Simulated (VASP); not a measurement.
# Sb (I4/mcm) in VASP: further runs, part 2 of 2

VASP 6.6.1.

## Step 3: Single point, LDA

File INCAR:

```
PREC = Accurate ; ENCUT = 520
EDIFF = 1E-7 ; ISMEAR = -1
SIGMA = 0.05 ; LREAL = False
LASPH = True ; NELM = 80
ALGO = Normal ; ISIF = 2
LWAVE = False ; LCHARG = True
LELF = True ; LVHAR = True
NBANDS = 18
```

File KPOINTS:

```
regular mesh
0
Gamma
  7 7 7
```

File POSCAR:

```
Sb
1.0
   -4.0300106443      4.0300106443      2.0254867038
    4.0300106443     -4.0300106443      2.0254867038
    4.0300106443      4.0300106443     -2.0254867038
Sb
4
Direct
    0.6512630600      0.1512630600      0.8025261200
    0.1512630600      0.3487369400      0.5000000000
    0.3487369400      0.8487369400      0.1974738800
    0.8487369400      0.6512630600      0.5000000000
```

Potentials or basis: VASP PAW LDA potentials, release 64 (Sb).

Command:

```console
$ cat potpaw_LDA.64/Sb/POTCAR > POTCAR
$ mpirun -np 1 vasp_std > vasp.out
```

Run time: 46 s. Hardware: 1 thread of Intel Xeon 6975P-C (Granite Rapids), shared host; peak memory 0.27 GiB.

The run converged. Its results:

| Item | Value |
| --- | --- |
| Free energy | -18.1292 eV |
| Pressure | -1.7 GPa |
| Largest force | 0.045 eV/Å |
| Band gap on the k mesh | zero (band 10 reaches 6.56 eV, above the bottom of band 11 at 5.02 eV) |

Forces on the atoms (eV/Å):
```
Sb  -0.032 -0.032  0.000
Sb   0.032 -0.032  0.000
Sb   0.032  0.032  0.000
Sb  -0.032  0.032  0.000
```

Stress tensor (GPa, compression positive):
```
-1.63  0.00  0.00
 0.00 -1.63  0.00
 0.00  0.00 -1.73
```

Levels at points of the mesh, in eV from the Fermi level:
```tsv
k point	band 8	band 9	band 10	band 11	band 12	band 13
(0.00, 0.00, 0.00)	-1.13	-1.00	-0.93	-0.93	-0.37	2.63
```

Caveat: spin-orbit coupling is left out, which moves the levels of the heavy elements.

## Step 4: Single point, PBE

This run uses another cell than the first one, of 30.92 Å³/atom, 0.940 times its volume.

File INCAR:

```
SYSTEM = Sb
PREC = Accurate
ENCUT = 520
EDIFF = 1E-7
ISMEAR = -1
SIGMA = 0.05
LREAL = .False.
LASPH = .True.
NELM = 60
ALGO = Normal
ISIF = 2
LWAVE = .False.
LCHARG = .True.
GGA = PE
LELF = .True.
LVHAR = .True.
NBANDS = 18
```

File KPOINTS:

```
regular mesh
0
Gamma
  7 7 7
  0 0 0
```

File POSCAR:

```
Sb
1.0
   -3.9477424451      3.9477424451      1.9841386384
    3.9477424451     -3.9477424451      1.9841386384
    3.9477424451      3.9477424451     -1.9841386384
Sb
4
Direct
    0.6512630600      0.1512630600      0.8025261200
    0.1512630600      0.3487369400      0.5000000000
    0.3487369400      0.8487369400      0.1974738800
    0.8487369400      0.6512630600      0.5000000000
```

Potentials or basis: VASP PAW PBE potentials, release 64 (Sb).

Command:

```console
$ cat potpaw_PBE.64/Sb/POTCAR > POTCAR
$ mpirun -np 1 vasp_std > vasp.out
```

OUTCAR:

```text
SYSTEM = Sb
   PREC = Accurate
   ENCUT = 520
   EDIFF = 1E-7
   ISMEAR = -1
   LREAL = .False.
   LASPH = .True.
   NELM = 60
   ISIF = 2
   GGA = PE

 ion  position               nearest neighbor table
   1  0.651  0.151  0.803-   3 2.97   3 2.97   2 3.11   4 3.11   2 3.11   4 3.11   3 3.38
   2  0.151  0.349  0.500-   4 2.97   4 2.97   1 3.11   3 3.11   1 3.11   3 3.11   4 3.38
   3  0.349  0.849  0.197-   1 2.97   1 2.97   2 3.11   4 3.11   4 3.11   2 3.11   1 3.38
   4  0.849  0.651  0.500-   2 2.97   2 2.97   1 3.11   3 3.11   3 3.11   1 3.11   2 3.38

  LATTYP: Found a body centered tetragonal cell.
[... 707 lines left out ...]
  -------------------------------------------------------------------------------------
  Total        3.6388365      3.6388365      5.1948600      0.0000000      0.0000000     -0.0000000
  in kB       47.1349983     47.1349983     67.2906621      0.0000000      0.0000000     -0.0000000
  external PRESSURE =      53.8535529 kB  Pullay stress =       0.0000000 kB

 VOLUME and BASIS-vectors are now :
 -----------------------------------------------------------------------------
  energy-cutoff  :      520.00
  volume of cell :      123.69
      direct lattice vectors                 reciprocal lattice vectors
    -3.947742445  3.947742445  1.984138638     0.000000000  0.126654666  0.251998520
     3.947742445 -3.947742445  1.984138638     0.126654666  0.000000000  0.251998520
     3.947742445  3.947742445 -1.984138638     0.126654666  0.126654666  0.000000000

 POSITION                                       TOTAL-FORCE (eV/Angst)
 -----------------------------------------------------------------------------------
      1.19430      5.14204     -0.00000         0.071218      0.071218     -0.000000
      2.75345      1.19430     -0.00000        -0.071218      0.071218      0.000000
      2.75345     -1.19430      1.98414        -0.071218     -0.071218     -0.000000
      1.19430      2.75345      1.98414         0.071218     -0.071218      0.000000
 -----------------------------------------------------------------------------------
    total drift:                               -0.000000      0.000000      0.000000

  FREE ENERGIE OF THE ION-ELECTRON SYSTEM (eV)
  ---------------------------------------------------
  free  energy   TOTEN  =       -15.3174156684 eV

  energy  without entropy=      -15.2931932973  energy(sigma->0) =      -15.30530448
```

OSZICAR:

```text
N       E                     dE             d eps       ncg     rms          rms(c)
DAV:   1     0.923718939517E+02    0.92372E+02   -0.67780E+03  1440   0.879E+02
DAV:   2    -0.897306988676E+01   -0.10134E+03   -0.97265E+02  1788   0.151E+02
DAV:   3    -0.152733929834E+02   -0.63003E+01   -0.61926E+01  1938   0.411E+01
DAV:   4    -0.153607028256E+02   -0.87310E-01   -0.87066E-01  1706   0.525E+00
DAV:   5    -0.153625308050E+02   -0.18280E-02   -0.18279E-02  1914   0.860E-01    0.428E+00
DAV:   6    -0.153267468337E+02    0.35784E-01   -0.39456E-02  1636   0.876E-01    0.255E+00
DAV:   7    -0.153161341566E+02    0.10613E-01   -0.50459E-02  1678   0.100E+00    0.169E-01
DAV:   8    -0.153169395815E+02   -0.80542E-03   -0.60745E-03  1544   0.414E-01    0.580E-02
DAV:   9    -0.153172816218E+02   -0.34204E-03   -0.58639E-04  1674   0.131E-01    0.432E-02
DAV:  10    -0.153173954777E+02   -0.11386E-03   -0.14191E-04  1620   0.555E-02    0.785E-03
DAV:  11    -0.153174130560E+02   -0.17578E-04   -0.24480E-05  1664   0.219E-02    0.296E-03
DAV:  12    -0.153174152673E+02   -0.22113E-05   -0.39107E-06  1618   0.907E-03    0.106E-03
DAV:  13    -0.153174154966E+02   -0.22932E-06   -0.44297E-07  1698   0.324E-03    0.487E-04
DAV:  14    -0.153174156666E+02   -0.16996E-06   -0.51818E-08  1288   0.120E-03    0.129E-04
DAV:  15    -0.153174156684E+02   -0.17707E-08   -0.28927E-09   806   0.378E-04
   1 F= -.15317416E+02 E0= -.15305304E+02  d E =-.242224E-01
```

Run time: 55 s. Hardware: 1 thread of Intel Xeon 6975P-C (Granite Rapids), shared host; peak memory 0.33 GiB.

Results:

| Item | Value |
| --- | --- |
| Free energy | -15.3174 eV |
| Pressure | 5.4 GPa |
| Largest force | 0.101 eV/Å |
| Band gap on the k mesh | zero (band 10 reaches 7.42 eV, above the bottom of band 11 at 5.83 eV) |

Forces on the atoms (eV/Å):
```
Sb   0.071  0.071  0.000
Sb  -0.071  0.071  0.000
Sb  -0.071 -0.071  0.000
Sb   0.071 -0.071  0.000
```

Levels at points of the mesh, in eV from the Fermi level:
| k point | band 7 | band 8 | band 9 | band 10 | band 11 | band 12 | band 13 | band 14 |
| --- | --- | --- | --- | --- | --- | --- | --- | --- |
| (0.00, 0.00, 0.00) | -1.15 | -1.11 | -1.11 | -1.03 | -1.03 | -0.34 | 2.59 | 2.59 |

Caveat: spin-orbit coupling is left out, which moves the levels of the heavy elements.

## Step 5: Single point, PBE

This run uses another cell than the first one, of 31.58 Å³/atom, 0.960 times its volume.

File INCAR:

```
SYSTEM = Sb
PREC = Accurate ; ENCUT = 520
EDIFF = 1E-6 ; ISMEAR = -1
SIGMA = 0.05 ; LREAL = .False.
LASPH = .True. ; NELM = 60
ALGO = Normal ; ISIF = 2
LWAVE = .False. ; LCHARG = .False.
GGA = PE ; NBANDS = 18
```

KPOINTS is that of step 4.

File POSCAR:

```
Sb
1.0
   -3.9755443643      3.9755443643      1.9981119061
    3.9755443643     -3.9755443643      1.9981119061
    3.9755443643      3.9755443643     -1.9981119061
Sb
4
Direct
    0.6512630600      0.1512630600      0.8025261200
    0.1512630600      0.3487369400      0.5000000000
    0.3487369400      0.8487369400      0.1974738800
    0.8487369400      0.6512630600      0.5000000000
```

Command:

```console
$ cat potpaw_PBE.64/Sb/POTCAR > POTCAR
$ mpirun -np 1 vasp_std > vasp.out
```

Run time: 47 s. Hardware: 1 thread of Intel Xeon 6975P-C (Granite Rapids), shared host; peak memory 0.33 GiB.

It converged, with:

```yaml
Free_energy: -15.3940 eV
Pressure: 4.0 GPa
Largest_force: 0.063 eV/Å
Band_gap_on_the_k_mesh: zero (band 10 reaches 7.17 eV, above the bottom of band 11 at 5.60 eV)
```

Forces on the atoms (eV/Å):
```
Sb   0.044  0.044  0.000
Sb  -0.044  0.044  0.000
Sb  -0.044 -0.044  0.000
Sb   0.044 -0.044  0.000
```

Stress tensor (GPa, compression positive):
```
3.46 0.00 0.00
0.00 3.46 0.00
0.00 0.00 4.99
```

Levels at points of the mesh, in eV from the Fermi level:
```tsv
k point	band 7	band 8	band 9	band 10	band 11	band 12	band 13	band 14
(0.00, 0.00, 0.00)	-1.12	-1.12	-1.11	-1.00	-1.00	-0.35	2.60	2.60
```

Caveat: spin-orbit coupling is left out, which moves the levels of the heavy elements.

## Step 6: Summary

```csv
level,potentials or basis,cell,gap on the mesh (eV),pressure (GPa),largest force (eV/Å)
PBEsol,"VASP PAW PBE potentials, release 64 (Sb)","a = 6.049 Å, angles 96.4, 96.4, 140.9°, 4 atoms",none,-0.7,0.05
LDA,"VASP PAW LDA potentials, release 64 (Sb)","a = 6.049 Å, angles 96.4, 96.4, 140.9°, 4 atoms",none,-1.7,0.04
PBE,"VASP PAW PBE potentials, release 64 (Sb)","a = 5.925 Å, angles 96.4, 96.4, 140.9°, 4 atoms",none,5.4,0.10
PBE,"VASP PAW PBE potentials, release 64 (Sb)","a = 5.967 Å, angles 96.4, 96.4, 140.9°, 4 atoms",none,4.0,0.06
```

Alike in all rows: task single point; no spin polarisation; k mesh 7 × 7 × 7; cutoff (eV) 520; smearing fermi-dirac 0.05 eV.

Caveats: spin-orbit coupling is left out, which moves the levels of the heavy elements; the PAW data sets were made with another functional, which shifts forces and pressure a little (some runs).

Total energies depend on the potentials used, so only differences within one code and one set of settings carry meaning.
